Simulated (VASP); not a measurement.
# Mo2C3 (Pm-3m) in VASP: a series of runs

Runs on Mo2C3. Level: PBE. Tasks: single point, relaxation of cell and atoms.

All numbers are computed with VASP 6.6.1; they aren't measurements. Logs are shortened: lines on timing, memory, paths and dates and some standing lists are left out, and cuts for length are marked.

## (1) The cell of the first run

The structure is cubic, space group Pm-3m (No. 221). Conventional cell: a = 3.956 Å, b = 3.956 Å, c = 3.956 Å, α = 90.00°, β = 90.00°, γ = 90.00°. Mo (site symmetry m-3m) has 12 C at 2.80 Å and 8 Mo at 3.43 Å within 3.7 Å. Mo (site symmetry m-3m) has 6 C at 1.98 Å within 2.6 Å. Within 2.6 Å of C (site symmetry 4/mmm) lie 2 Mo at 1.98 Å.

The cell was generated, and may not be a known phase.

## (2) Single point, PBE

The input, INCAR:

```
SYSTEM = Mo2C3
PREC = Accurate
ENCUT = 520
EDIFF = 1E-7
ISMEAR = 0
SIGMA = 0.1
LREAL = .FALSE.
LASPH = .TRUE.
NELM = 60
ALGO = Normal
ISIF = 2
LWAVE = .FALSE.
LCHARG = .TRUE.
GGA = PE
LELF = .TRUE.
LVHAR = .TRUE.
NBANDS = 28
```

The input, KPOINTS:

```
regular mesh
0
G
  4 4 4
  0 0 0
```

The input, POSCAR:

```
Mo2C3
1.0
    3.9558722176      0.0000000000      0.0000000000
    0.0000000000      3.9558722176      0.0000000000
    0.0000000000      0.0000000000      3.9558722176
Mo C
2 3
Direct
    0.5000000000      0.5000000000      0.5000000000
    0.0000000000      0.0000000000      0.0000000000
    0.5000000000      0.0000000000      0.0000000000
    0.0000000000      0.5000000000      0.0000000000
    0.0000000000      0.0000000000      0.5000000000
```

Potentials or basis: VASP PAW PBE potentials, release 64 (Mo_sv, C).

Run with:

```sh
> cat potpaw_PBE.64/Mo_sv/POTCAR potpaw_PBE.64/C/POTCAR > POTCAR
> mpirun -np 1 vasp_std > vasp.out
```

OUTCAR:

```text
SYSTEM = Mo2C3
   PREC = Accurate
   ENCUT = 520
   EDIFF = 1E-7
   ISMEAR = 0
   LREAL = .FALSE.
   LASPH = .TRUE.
   NELM = 60
   ISIF = 2
   GGA = PE

 ion  position               nearest neighbor table
   1  0.500  0.500  0.500-   2 3.43   2 3.43   2 3.43   2 3.43   2 3.43   2 3.43   2 3.43   2 3.43

   2  0.000  0.000  0.000-   3 1.98   4 1.98   5 1.98   5 1.98   4 1.98   3 1.98   1 3.43   1 3.43
                             1 3.43   1 3.43   1 3.43   1 3.43   1 3.43   1 3.43
   3  0.500  0.000  0.000-   2 1.98   2 1.98
   4  0.000  0.500  0.000-   2 1.98   2 1.98
   5  0.000  0.000  0.500-   2 1.98   2 1.98

  LATTYP: Found a simple cubic cell.
 ALAT       =     3.9558722176

  Lattice vectors:

 A1 = (   3.9558722176,   0.0000000000,   0.0000000000)
 A2 = (   0.0000000000,   3.9558722176,   0.0000000000)
 A3 = (   0.0000000000,   0.0000000000,   3.9558722176)

Analysis of symmetry for initial positions (statically):
=====================================================================
 Subroutine PRICEL returns:
 Original cell was already a primitive cell.

 Routine SETGRP: Setting up the symmetry group for a
 simple cubic supercell.

 Subroutine GETGRP returns: Found 48 space group operations
 (whereof 48 operations were pure point group operations)
 out of a pool of 48 trial point group operations.

The static configuration has the point symmetry O_h .

Analysis of symmetry for dynamics (positions and initial velocities):
=====================================================================
 Subroutine PRICEL returns:
 Original cell was already a primitive cell.

 Routine SETGRP: Setting up the symmetry group for a
 simple cubic supercell.

 Subroutine GETGRP returns: Found 48 space group operations
 (whereof 48 operations were pure point group operations)
 out of a pool of 48 trial point group operations.

The dynamic configuration has the point symmetry O_h .

 Subroutine INISYM returns: Found 48 space group operations
 (whereof 48 operations are pure point group operations),
 and found     1 'primitive' translations

----------------------------------------------------------------------------------------

                                     Primitive cell

  volume of cell :      61.9051

  direct lattice vectors                    reciprocal lattice vectors
     3.955872218  0.000000000  0.000000000     0.252788752  0.000000000  0.000000000
     0.000000000  3.955872218  0.000000000     0.000000000  0.252788752  0.000000000
[... 79 lines left out ...]
   NSW    =      0    number of steps for IOM
   IBRION =     -1    ionic relax: 0-MD 1-quasi-New 2-CG
   NFREE  =      0    steps in history (QN), initial steepest desc. (CG)
   ISIF   =      2    stress and relaxation
   ISYM   =      2    0-nonsym 1-usesym 2-fastsym
   POTIM  = 0.5000    time-step for ionic-motion
   TEBEG  =    0.0;   TEEND  =   0.0 temperature during run
   PSTRESS=    0.0 pullay stress
   NELECT =      40.0000    total number of electrons
   NUPDOWN=      -1.0000    fix difference up-down
   EMIN   =  10.00;   EMAX   =-10.00  energy-range for DOS
   EFERMI =   0.00;   METHOD = LEGACY
   ISMEAR =     0;   SIGMA  =   0.10  broadening in eV -4-tet -1-fermi 0-gaus
   EFERMI_NEDOS =   21; number of points for ismear=-14 and -15
   IALGO  =     38    algorithm
   IMIX   =      4    mixing-type and parameters
     AMIX     =   0.40;   BMIX     =  1.00
     AMIX_MAG =   1.60;   BMIX_MAG =  1.00
  volume/ion in A,a.u.               =      12.38        83.55
  Fermi-wavevector in a.u.,A,eV,Ry     =   1.415313  2.674554 27.253988  2.003112
  Thomas-Fermi vector in A             =   2.536765
   LORBIT       =      0    0 simple, 1 ext, 2 COOP (PROOUT), +10 PAW based schemes
   GGA     = PE    functional components
   LHFCALC =     F    Hartree Fock is set to
   AEXX    =    0.0000 exact exchange contribution
   IVDW    =     0    specifies the selected vdW correction
   LEPSILON=     F    determine dielectric tensor
   LRPA    =     F    only Hartree local field effects (RPA)
 non-spin polarized calculation
 Gauss-broadening in eV      SIGMA  =   0.10
  energy-cutoff  :      520.00
  volume of cell :       61.91
 maximum number of plane-waves:      1743
 NGX is ok and might be reduce to    30
   NGX = 15   NGY = 15   NGZ = 15

 number of electron      40.0000009 magnetization

 Free energy of the ion-electron system (eV)
  ---------------------------------------------------
  ext. energy  EPLUGINS =         0.00000000
  ---------------------------------------------------
  free energy    TOTEN  =       -38.95774141 eV

  energy without entropy =      -38.91839094  energy(sigma->0) =      -38.93806618

 E-fermi :   8.0453     XC(G=0): -12.0005

 val. band max:        8.0389946445   @ k =   0.5000   0.5000   0.2500
 cond. band min:       8.0554001473   @ k =   0.2500   0.2500   0.2500
 fundamental gap:      0.0164055028
 Fermi energy:         8.0452925375

 k-point     1 :       0.0000    0.0000    0.0000
  band No.  band energies     occupation
      1     -53.7092      2.00000
      2     -52.8351      2.00000
      3     -27.7033      2.00000
      4     -27.7033      2.00000
      5     -27.7033      2.00000
      6     -27.1168      2.00000
[... 299 lines left out ...]
     27      12.1554      0.00000
     28      12.1554      0.00000

------------------------ aborting loop because EDIFF is reached ----------------------------------------

  FORCE on cell =-STRESS in cart. coord.  units (eV):
  Direction    XX          YY          ZZ          XY          YZ          ZX
  --------------------------------------------------------------------------------------
  -------------------------------------------------------------------------------------
  Total       -0.0089559     -0.0089559     -0.0089559     -0.0000000     -0.0000000      0.0000000
  in kB       -0.2317900     -0.2317900     -0.2317900     -0.0000000     -0.0000000      0.0000000
  external PRESSURE =      -0.2317900 kB  Pullay stress =       0.0000000 kB

 VOLUME and BASIS-vectors are now :
 -----------------------------------------------------------------------------
  energy-cutoff  :      520.00
  volume of cell :       61.91
      direct lattice vectors                 reciprocal lattice vectors
     3.955872218  0.000000000  0.000000000     0.252788752  0.000000000  0.000000000
     0.000000000  3.955872218  0.000000000     0.000000000  0.252788752  0.000000000
     0.000000000  0.000000000  3.955872218     0.000000000  0.000000000  0.252788752

 POSITION                                       TOTAL-FORCE (eV/Angst)
 -----------------------------------------------------------------------------------
      1.97794      1.97794      1.97794         0.000000      0.000000      0.000000
      0.00000      0.00000      0.00000         0.000000      0.000000      0.000000
      1.97794      0.00000      0.00000         0.000000      0.000000      0.000000
      0.00000      1.97794      0.00000         0.000000      0.000000      0.000000
      0.00000      0.00000      1.97794         0.000000      0.000000      0.000000
 -----------------------------------------------------------------------------------
    total drift:                                0.000000     -0.000000      0.000000

  FREE ENERGIE OF THE ION-ELECTRON SYSTEM (eV)
  ---------------------------------------------------
  free  energy   TOTEN  =       -38.9577414134 eV

  energy  without entropy=      -38.9183909381  energy(sigma->0) =      -38.93806618
```

OSZICAR:

```text
N       E                     dE             d eps       ncg     rms          rms(c)
DAV:   1     0.332702864835E+03    0.33270E+03   -0.23042E+04   568   0.142E+03
DAV:   2    -0.342242680101E+02   -0.36693E+03   -0.35638E+03   636   0.403E+02
DAV:   3    -0.517262713159E+02   -0.17502E+02   -0.16995E+02   716   0.756E+01
[... 11 lines left out ...]
DAV:  15    -0.389578613246E+02    0.48724E-03   -0.81018E-04   616   0.775E-02    0.940E-02
DAV:  16    -0.389577456314E+02    0.11569E-03   -0.29859E-04   652   0.594E-02    0.207E-02
DAV:  17    -0.389577416648E+02    0.39666E-05   -0.12940E-05   652   0.160E-02    0.929E-03
DAV:  18    -0.389577414174E+02    0.24743E-06   -0.21828E-06   648   0.657E-03    0.234E-03
DAV:  19    -0.389577414134E+02    0.39918E-08   -0.15769E-07   292   0.179E-03
   1 F= -.38957741E+02 E0= -.38938066E+02  d E =-.393505E-01
```

It took 48 s on 1 thread of Intel Xeon 8259CL, shared host; peak memory 0.17 GiB.

What came out:

| Item | Value |
| --- | --- |
| Free energy | -38.9577 eV |
| Pressure | 0.0 GPa |
| Band gap on the k mesh | zero (bands 20 and 21 overlap by 0.58 eV) |

Levels at points of the mesh, in eV from the Fermi level:
| k point | band 16 | band 17 | band 18 | band 19 | band 20 | band 21 | band 22 | band 23 | band 24 | band 25 |
| --- | --- | --- | --- | --- | --- | --- | --- | --- | --- | --- |
| (0.00, 0.00, 0.00) | -1.45 | -1.45 | -0.84 | -0.84 | 0.15 | 0.15 | 0.15 | 0.84 | 0.84 | 0.84 |
| (0.50, 0.00, 0.00) | -3.19 | -3.09 | -2.00 | -0.49 | -0.33 | 0.26 | 1.01 | 1.01 | 2.73 | 2.87 |
| (0.50, 0.50, 0.00) | -4.28 | -1.09 | -1.09 | -0.22 | -0.11 | 0.12 | 0.67 | 1.10 | 1.10 | 3.19 |
| (0.50, 0.50, 0.50) | -5.25 | -4.63 | 0.27 | 0.27 | 0.52 | 0.52 | 0.52 | 2.39 | 2.39 | 2.39 |

Caveat: the k points lie up to 0.40 Å⁻¹ apart, too coarse for converged energies and pressures of a metal.

(Part 1 of 2 ends here.)
